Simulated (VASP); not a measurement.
# HfN in VASP: notebook

The runs below take HfN through single point, with PBEsol.

All numbers are computed with VASP 6.6.1; they aren't measurements. Logs are shortened: lines on timing, memory, paths and dates and some standing lists are left out, and cuts for length are marked.

**1. The cell of the first run**

It takes space group F-43m (No. 216, cubic). Conventional cell: a = 4.787 Å, b = 4.787 Å, c = 4.787 Å, α = 90.00°, β = 90.00°, γ = 90.00°. Hf (site symmetry -43m) has 4 N at 2.07 Å within 2.7 Å. N (site symmetry -43m) has 4 Hf at 2.07 Å within 2.7 Å.

**2. Single point, PBEsol (strain -0.025 along x and y, -0.025 along z)**

The input, INCAR:

```
SYSTEM = HfN
  ALGO = Normal
  EDIFF = 1E-6
  ENCUT = 520
  GGA = PS
  ISIF = 2
  ISMEAR = 0
  LASPH = .TRUE.
  LCHARG = .TRUE.
  LELF = .TRUE.
  LREAL = .FALSE.
  LVHAR = .TRUE.
  LWAVE = .FALSE.
  NBANDS = 14
  NELM = 80
  PREC = Accurate
  SIGMA = 0.15
```

The input, KPOINTS:

```
k-points
0
G
  16 16 16
  0 0 0
```

The input, POSCAR:

```
HfN
1.0
    0.0000000000      2.3934514500      2.3934514500
    2.3934514500      0.0000000000      2.3934514500
    2.3934514500      2.3934514500      0.0000000000
Hf N
1 1
Direct
    0.0000000000      0.0000000000      0.0000000000
    0.7500000000      0.7500000000      0.7500000000
```

Potentials or basis: VASP PAW PBE potentials, release 64 (Hf_pv, N).

On the command line:

```bash
> cat potpaw_PBE.64/Hf_pv/POTCAR potpaw_PBE.64/N/POTCAR > POTCAR
> mpirun -np 1 vasp_std > vasp.out
```

OUTCAR:

```text
SYSTEM = HfN
   EDIFF = 1E-6
   ENCUT = 520
   GGA = PS
   ISIF = 2
   ISMEAR = 0
   LASPH = .TRUE.
   LREAL = .FALSE.
   NELM = 80
   PREC = Accurate

 ion  position               nearest neighbor table
   1  0.000  0.000  0.000-   2 2.07   2 2.07   2 2.07   2 2.07
   2  0.750  0.750  0.750-   1 2.07   1 2.07   1 2.07   1 2.07

  LATTYP: Found a face centered cubic cell.
 ALAT       =     4.7869029000

  Lattice vectors:

 A1 = (   0.0000000000,   2.3934514500,   2.3934514500)
 A2 = (   2.3934514500,   0.0000000000,   2.3934514500)
 A3 = (   2.3934514500,   2.3934514500,   0.0000000000)

Analysis of symmetry for initial positions (statically):
=====================================================================
 Subroutine PRICEL returns:
 Original cell was already a primitive cell.

 Routine SETGRP: Setting up the symmetry group for a
 face centered cubic supercell.

 Subroutine GETGRP returns: Found 24 space group operations
 (whereof 24 operations were pure point group operations)
 out of a pool of 48 trial point group operations.

The static configuration has the point symmetry T_d .

Analysis of symmetry for dynamics (positions and initial velocities):
=====================================================================
 Subroutine PRICEL returns:
 Original cell was already a primitive cell.

 Routine SETGRP: Setting up the symmetry group for a
 face centered cubic supercell.

 Subroutine GETGRP returns: Found 24 space group operations
 (whereof 24 operations were pure point group operations)
 out of a pool of 48 trial point group operations.

The dynamic configuration has the point symmetry T_d .

 Subroutine INISYM returns: Found 24 space group operations
 (whereof 24 operations are pure point group operations),
 and found     1 'primitive' translations

----------------------------------------------------------------------------------------

                                     Primitive cell

  volume of cell :      27.4223

  direct lattice vectors                    reciprocal lattice vectors
     0.000000000  2.393451450  2.393451450    -0.208903339  0.208903339  0.208903339
     2.393451450  0.000000000  2.393451450     0.208903339 -0.208903339  0.208903339
     2.393451450  2.393451450  0.000000000     0.208903339  0.208903339 -0.208903339

  length of vectors
     3.384851501  3.384851501  3.384851501     0.361831197  0.361831197  0.361831197

  position of ions in fractional coordinates (direct lattice)
     0.000000000  0.000000000  0.000000000
     0.750000000  0.750000000  0.750000000

  ion indices of the primitive-cell ions
   primitive index   ion index
                 1           1
                 2           2

----------------------------------------------------------------------------------------

 KPOINTS: k-points

Automatic generation of k-mesh.
 Grid dimensions read from file:
 generate k-points for:   16   16   16

 Generating k-lattice:

  Cartesian coordinates                     Fractional coordinates (reciprocal lattice)
    -0.013056459  0.013056459  0.013056459     0.062500000  0.000000000  0.000000000
     0.013056459 -0.013056459  0.013056459     0.000000000  0.062500000  0.000000000
     0.013056459  0.013056459 -0.013056459     0.000000000  0.000000000  0.062500000

  Length of vectors
     0.022614450  0.022614450  0.022614450

  Shift w.r.t. Gamma in fractional coordinates (k-lattice)
     0.000000000  0.000000000  0.000000000

 Subroutine IBZKPT returns following result:
 ===========================================

 Found    145 irreducible k-points:

 Following reciprocal coordinates:
            Coordinates               Weight
  0.000000  0.000000  0.000000      1.000000
  0.062500  0.000000  0.000000      8.000000
  0.125000  0.000000  0.000000      8.000000
  0.187500  0.000000  0.000000      8.000000
  0.250000  0.000000  0.000000      8.000000
  0.312500  0.000000  0.000000      8.000000
[... 16 lines left out ...]
 -0.125000  0.062500  0.000000     24.000000
 -0.062500  0.062500  0.000000     12.000000
 [... further k-points ...]
   k-points           NKPTS =    145   k-points in BZ     NKDIM =    145   number of bands    NBANDS=     14
   number of dos      NEDOS =    301   number of ions     NIONS =      2
   total plane-waves  NPLWV =  21952
   dimension x,y,z NGX =    28 NGY =   28 NGZ =   28
   dimension x,y,z NGXF=    56 NGYF=   56 NGZF=   56
   ions per type =               1   1
   NGX,Y,Z   is equivalent  to a cutoff of  13.75, 13.75, 13.75 a.u.
   NGXF,Y,Z  is equivalent  to a cutoff of  27.50, 27.50, 27.50 a.u.
 SYSTEM =  HfN
   PREC   = accura    normal or accurate (medium, high low for compatibility)
   ISTART =      0    job   : 0-new  1-cont  2-samecut
   ICHARG =      2    charge: 1-file 2-atom 10-const
   ISPIN  =      1    spin polarized calculation?
   LNONCOLLINEAR =      F non collinear calculations
   LSORBIT =      F    spin-orbit coupling
   LASPH  =      T    aspherical Exc in radial PAW
   ENCUT  =  520.0 eV  38.22 Ry    6.18 a.u.   6.29  6.29  6.29*2*pi/ulx,y,z
   NELM   =     80;   NELMIN=  2; NELMDL= -5     # of ELM steps
   EDIFF  = 0.1E-05   stopping-criterion for ELM
   LREAL  =      F    real-space projection
   EDIFFG = 0.1E-04   stopping-criterion for IOM
   NSW    =      0    number of steps for IOM
   IBRION =     -1    ionic relax: 0-MD 1-quasi-New 2-CG
   NFREE  =      0    steps in history (QN), initial steepest desc. (CG)
   ISIF   =      2    stress and relaxation
   ISYM   =      2    0-nonsym 1-usesym 2-fastsym
   POTIM  = 0.5000    time-step for ionic-motion
   TEBEG  =    0.0;   TEEND  =   0.0 temperature during run
   PSTRESS=    0.0 pullay stress
   NELECT =      15.0000    total number of electrons
   NUPDOWN=      -1.0000    fix difference up-down
   EMIN   =  10.00;   EMAX   =-10.00  energy-range for DOS
   EFERMI =   0.00;   METHOD = LEGACY
   ISMEAR =     0;   SIGMA  =   0.15  broadening in eV -4-tet -1-fermi 0-gaus
   EFERMI_NEDOS =   21; number of points for ismear=-14 and -15
   IALGO  =     38    algorithm
   IMIX   =      4    mixing-type and parameters
     AMIX     =   0.40;   BMIX     =  1.00
     AMIX_MAG =   1.60;   BMIX_MAG =  1.00
  volume/ion in A,a.u.               =      13.71        92.53
  Fermi-wavevector in a.u.,A,eV,Ry     =   1.338867  2.530091 24.389310  1.792564
  Thomas-Fermi vector in A             =   2.467303
   LORBIT       =      0    0 simple, 1 ext, 2 COOP (PROOUT), +10 PAW based schemes
   GGA     = PS    functional components
   LHFCALC =     F    Hartree Fock is set to
   AEXX    =    0.0000 exact exchange contribution
   IVDW    =     0    specifies the selected vdW correction
   LEPSILON=     F    determine dielectric tensor
   LRPA    =     F    only Hartree local field effects (RPA)
 non-spin polarized calculation
 Gauss-broadening in eV      SIGMA  =   0.15
  energy-cutoff  :      520.00
  volume of cell :       27.42
 maximum number of plane-waves:       754
 NGX is ok and might be reduce to    28
   NGX = 13   NGY = 13   NGZ = 13

 number of electron      15.0000000 magnetization

 Free energy of the ion-electron system (eV)
  ---------------------------------------------------
  ext. energy  EPLUGINS =         0.00000000
  ---------------------------------------------------
  free energy    TOTEN  =       -22.23095043 eV

  energy without entropy =      -22.22477048  energy(sigma->0) =      -22.22786045

 E-fermi :   6.1976     XC(G=0): -11.7631

 val. band max:        6.1446990390   @ k =  -0.3750   0.2500   0.1250
 cond. band min:       6.2194082013   @ k =  -0.0625   0.0625   0.0000
 fundamental gap:      0.0747091623
 Fermi energy:         6.1975975616

 k-point     1 :       0.0000    0.0000    0.0000
  band No.  band energies     occupation
      1     -24.5885      2.00000
      2     -24.5885      2.00000
      3     -24.5885      2.00000
      4     -10.2911      2.00000
      5       0.3821      2.00000
      6       0.3821      2.00000
      7       0.3821      2.00000
      8       5.6503      2.00000
      9       8.5808      0.00000
     10       8.5808      0.00000
     11      13.2797      0.00000
     12      13.2797      0.00000
     13      13.2797      0.00000
     14      18.8625      0.00000

 k-point     2 :       0.0625    0.0000    0.0000
  band No.  band energies     occupation
      1     -24.6149      2.00000
      2     -24.5918      2.00000
      3     -24.5918      2.00000
      4     -10.2342      2.00000
      5       0.2910      2.00000
      6       0.4149      2.00000
      7       0.4149      2.00000
      8       5.8757      1.99759
      9       8.4993      0.00000
     10       8.4993      0.00000
     11      13.1609      0.00000
     12      13.4069      0.00000
     13      13.4069      0.00000
     14      18.8563      0.00000

 k-point     3 :       0.1250    0.0000    0.0000
  band No.  band energies     occupation
      1     -24.6889      2.00000
      2     -24.6010      2.00000
      3     -24.6010      2.00000
      4     -10.0748      2.00000
      5       0.0861      2.00000
      6       0.5058      2.00000
      7       0.5058      2.00000
      8       6.4631      0.01231
      9       8.3174      0.00000
     10       8.3174      0.00000
     11      12.8700      0.00000
     12      13.6882      0.00000
     13      13.6882      0.00000
     14      18.0556      0.00000
[... 324 lines left out ...]
 k-point    23 :      -0.1250    0.0625    0.0000
  band No.  band energies     occupation
      1     -24.7336      2.00000
      2     -24.6232      2.00000
      3     -24.6013      2.00000
      4      -9.9600      2.00000
      5      -0.0471      2.00000
      6       0.5482      2.00000
      7       0.6166      2.00000
      8       6.8546      0.00000
      9       7.9588      0.00000
     10       8.4625      0.00000
     11      12.8183      0.00000
     12      13.5506      0.00000
     13      14.0027      0.00000
     14      17.5333      0.00000

 k-point    24 :      -0.0625    0.0625    0.0000
  band No.  band energies     occupation
      1     -24.6523      2.00000
      2     -24.6055      2.00000
      3     -24.5933      2.00000
      4     -10.1430      2.00000
      5       0.1504      2.00000
      6       0.4528      2.00000
      7       0.4969      2.00000
      8       6.2194      0.83708
      9       8.2347      0.00000
     10       8.5340      0.00000
     11      13.0986      0.00000
     12      13.3706      0.00000
     13      13.6875      0.00000
     14      18.7210      0.00000

 [... further k-points ...]

------------------------ aborting loop because EDIFF is reached ----------------------------------------

  FORCE on cell =-STRESS in cart. coord.  units (eV):
  Direction    XX          YY          ZZ          XY          YZ          ZX
  --------------------------------------------------------------------------------------
  -------------------------------------------------------------------------------------
  Total        1.7973113      1.7973113      1.7973113     -0.0000000      0.0000000     -0.0000000
  in kB      105.0098448    105.0098448    105.0098448     -0.0000000      0.0000000     -0.0000000
  external PRESSURE =     105.0098448 kB  Pullay stress =       0.0000000 kB

 VOLUME and BASIS-vectors are now :
 -----------------------------------------------------------------------------
  energy-cutoff  :      520.00
  volume of cell :       27.42
      direct lattice vectors                 reciprocal lattice vectors
     0.000000000  2.393451450  2.393451450    -0.208903339  0.208903339  0.208903339
     2.393451450  0.000000000  2.393451450     0.208903339 -0.208903339  0.208903339
     2.393451450  2.393451450  0.000000000     0.208903339  0.208903339 -0.208903339

 POSITION                                       TOTAL-FORCE (eV/Angst)
 -----------------------------------------------------------------------------------
      0.00000      0.00000      0.00000         0.000000      0.000000      0.000000
      3.59018      3.59018      3.59018        -0.000000     -0.000000     -0.000000
 -----------------------------------------------------------------------------------
    total drift:                                0.000000      0.000000      0.000000

  FREE ENERGIE OF THE ION-ELECTRON SYSTEM (eV)
  ---------------------------------------------------
  free  energy   TOTEN  =       -22.2309504273 eV

  energy  without entropy=      -22.2247704771  energy(sigma->0) =      -22.22786045
```

It took 25 s on 1 thread of Intel Xeon 6975P-C (Granite Rapids), shared host; peak memory 0.2 GiB.

Results:

* Free energy: -22.2310 eV
* Pressure: 10.5 GPa

Caveat: the cell differs from its parent crystal (strain -0.025 along x and y, -0.025 along z); the PAW data sets were made with another functional, which shifts forces and pressure a little; spin-orbit coupling is left out, which moves the levels of the heavy elements.

**3. Single point, PBEsol (strain -0.025 along x and y, +0.000 along z)**

The input, INCAR:

```
ALGO = Normal
EDIFF = 1E-6
ENCUT = 520
GGA = PS
ISIF = 2
ISMEAR = 0
LASPH = True
LCHARG = False
LREAL = False
LWAVE = False
NBANDS = 14
NELM = 60
PREC = Accurate
SIGMA = 0.15
```

The input, KPOINTS:

```
k-points
0
Gamma
  16 16 16
```

The input, POSCAR:

```
HfN
1.0
    0.0000000000      2.3934514500      2.4548220000
    2.3934514500      0.0000000000      2.4548220000
    2.3934514500      2.3934514500      0.0000000000
Hf N
1 1
Direct
    0.0000000000      0.0000000000      0.0000000000
    0.7500000000      0.7500000000      0.7500000000
```

Potentials or basis: VASP PAW PBE potentials, release 64 (Hf_pv, N).

On the command line:

```bash
> cat potpaw_PBE.64/Hf_pv/POTCAR potpaw_PBE.64/N/POTCAR > POTCAR
> mpirun -np 1 vasp_std > vasp.out
```

It took 55 s on 1 thread of Intel Xeon 6975P-C (Granite Rapids), shared host; peak memory 0.27 GiB.

It converged, with:

- Free energy: -22.2580 eV
- Pressure: 4.4 GPa

Stress tensor (GPa, compression positive):
```
5.74 0.00 0.00
0.00 5.74 0.00
0.00 0.00 1.74
```

Levels at points of the mesh, in eV from the Fermi level:
```csv
k point,band 6,band 7,band 8,band 9,band 10,band 11
"(0.00, 0.00, 0.00)",-5.67,-5.67,-0.62,2.15,2.49,6.61
"(0.50, 0.00, 0.00)",-5.13,-4.99,1.62,2.84,2.89,4.34
"(0.50, 0.50, 0.00)",-3.60,-3.60,-1.28,2.23,4.29,4.92
"(0.50, 0.00, 0.50)",-3.72,-3.64,-1.11,2.28,4.29,4.91
```

Caveat: the cell differs from its parent crystal (strain -0.025 along x and y, +0.000 along z); the PAW data sets were made with another functional, which shifts forces and pressure a little; spin-orbit coupling is left out, which moves the levels of the heavy elements.

**4. Single point, PBEsol (strain +0.000 along x and y, +0.050 along z)**

The input, INCAR:

```
SYSTEM = HfN
ALGO     = Normal         ! electronic algorithm
EDIFF    = 1E-6           ! SCF threshold, eV
ENCUT    = 520            ! plane-wave cutoff, eV
GGA      = PS             ! functional
ISIF     = 2              ! what is computed and relaxed
ISMEAR   = 0              ! smearing method
LASPH    = .TRUE.         ! aspherical terms in the spheres
LCHARG   = .FALSE.        ! write CHGCAR
LREAL    = .FALSE.        ! projectors in reciprocal space
LWAVE    = .FALSE.        ! write WAVECAR
NBANDS   = 14             ! bands
NELM     = 60             ! most SCF steps
PREC     = Accurate       ! precision mode
SIGMA    = 0.15           ! smearing width, eV
```

The input, KPOINTS:

```
k-points
0
G
  16 16 16
  0 0 0
```

The input, POSCAR:

```
HfN
1.0
    0.0000000000      2.4548220000      2.5775631000
    2.4548220000      0.0000000000      2.5775631000
    2.4548220000      2.4548220000      0.0000000000
Hf N
1 1
Direct
    0.0000000000      0.0000000000      0.0000000000
    0.7500000000      0.7500000000      0.7500000000
```

On the command line:

```bash
> cat potpaw_PBE.64/Hf_pv/POTCAR potpaw_PBE.64/N/POTCAR > POTCAR
> mpirun -np 1 vasp_std > vasp.out
```

Run time: 55 s. Hardware: 1 thread of Intel Xeon 6975P-C (Granite Rapids), shared host; peak memory 0.28 GiB.

The run converged. Its results:

```yaml
Free_energy: -22.1389 eV
Pressure: -14.1 GPa
```

Stress tensor (GPa, compression positive):
```
-11.47   0.00   0.00
  0.00 -11.47   0.00
  0.00   0.00 -19.33
```

Levels at points of the mesh, in eV from the Fermi level:
| k point | band 4 | band 5 | band 6 | band 7 | band 8 | band 9 | band 10 | band 11 | band 12 | band 13 |
| --- | --- | --- | --- | --- | --- | --- | --- | --- | --- | --- |
| (0.00, 0.00, 0.00) | -15.85 | -5.31 | -5.17 | -5.17 | -0.87 | 1.80 | 2.37 | 5.75 | 6.49 | 6.49 |
| (0.50, 0.00, 0.00) | -14.85 | -5.62 | -4.81 | -4.55 | 1.42 | 2.50 | 2.61 | 3.91 | 4.97 | 5.03 |
| (0.50, 0.50, 0.00) | -14.49 | -6.74 | -3.44 | -3.44 | -1.30 | 1.91 | 3.77 | 4.34 | 4.34 | 8.89 |
| (0.50, 0.00, 0.50) | -14.53 | -6.62 | -3.67 | -3.52 | -1.01 | 1.94 | 3.82 | 4.32 | 4.45 | 9.79 |

Caveat: the cell differs from its parent crystal (strain +0.000 along x and y, +0.050 along z); the PAW data sets were made with another functional, which shifts forces and pressure a little; spin-orbit coupling is left out, which moves the levels of the heavy elements.

**5. Single point, PBEsol (strain +0.050 along x and y, +0.025 along z)**

The input, INCAR:

```
SYSTEM = HfN
PREC = Accurate ; ENCUT = 520
EDIFF = 1E-6 ; ISMEAR = 0
SIGMA = 0.15 ; LREAL = .FALSE.
LASPH = .TRUE. ; NELM = 60
ALGO = Normal ; ISIF = 2
LWAVE = .FALSE. ; LCHARG = .FALSE.
GGA = PS ; NBANDS = 14
```

The input, KPOINTS:

```
Automatic mesh
0
G
  16 16 16
  0 0 0
```

The input, POSCAR:

```
HfN
1.0
    0.0000000000      2.5775631000      2.5161925500
    2.5775631000      0.0000000000      2.5161925500
    2.5775631000      2.5775631000      0.0000000000
Hf N
1 1
Direct
    0.0000000000      0.0000000000      0.0000000000
    0.7500000000      0.7500000000      0.7500000000
```

On the command line:

```bash
> cat potpaw_PBE.64/Hf_pv/POTCAR potpaw_PBE.64/N/POTCAR > POTCAR
> mpirun -np 1 vasp_std > vasp.out
```

It took 56 s on 1 thread of Intel Xeon 6975P-C (Granite Rapids), shared host; peak memory 0.29 GiB.

It converged, with:

```yaml
Free_energy: -21.8782 eV
Pressure: -23.3 GPa
```

Stress tensor (GPa, compression positive):
```
-24.42   0.00   0.00
  0.00 -24.42   0.00
  0.00   0.00 -20.95
```

Levels at points of the mesh, in eV from the Fermi level:
| k point | band 4 | band 5 | band 6 | band 7 | band 8 | band 9 | band 10 | band 11 | band 12 | band 13 |
| --- | --- | --- | --- | --- | --- | --- | --- | --- | --- | --- |
| (0.00, 0.00, 0.00) | -15.49 | -4.93 | -4.93 | -4.87 | -1.01 | 1.78 | 2.04 | 5.68 | 5.68 | 6.00 |
| (0.50, 0.00, 0.00) | -14.62 | -5.44 | -4.47 | -4.36 | 1.32 | 2.31 | 2.34 | 3.68 | 4.53 | 4.57 |
| (0.50, 0.50, 0.00) | -14.35 | -6.24 | -3.48 | -3.48 | -0.97 | 1.83 | 3.39 | 3.98 | 3.98 | 8.93 |
| (0.50, 0.00, 0.50) | -14.33 | -6.30 | -3.45 | -3.37 | -1.10 | 1.77 | 3.41 | 3.96 | 4.00 | 8.53 |

Caveat: the cell differs from its parent crystal (strain +0.050 along x and y, +0.025 along z); the PAW data sets were made with another functional, which shifts forces and pressure a little; spin-orbit coupling is left out, which moves the levels of the heavy elements.

**6. Summary**

```csv
cell,gap on the mesh (eV),pressure (GPa)
"a = 3.385 Å, angles 60.0°, 2 atoms",none,10.5
"a = 3.429, b = 3.429, c = 3.385 Å, angles 60.4, 60.4, 59.2°, 2 atoms",none,4.4
"a = 3.559, b = 3.559, c = 3.472 Å, angles 60.8, 60.8, 58.4°, 2 atoms",none,-14.1
"a = 3.602, b = 3.602, c = 3.645 Å, angles 59.6, 59.6, 60.8°, 2 atoms",none,-23.3
```

Alike in all rows: task single point; level PBEsol; potentials or basis VASP PAW PBE potentials, release 64 (Hf_pv, N); no spin polarisation; k mesh 16 × 16 × 16; cutoff (eV) 520; smearing gaussian 0.15 eV.

Caveats: the PAW data sets were made with another functional, which shifts forces and pressure a little; spin-orbit coupling is left out, which moves the levels of the heavy elements.

Absolute energies hang on the potentials; compare differences alone.
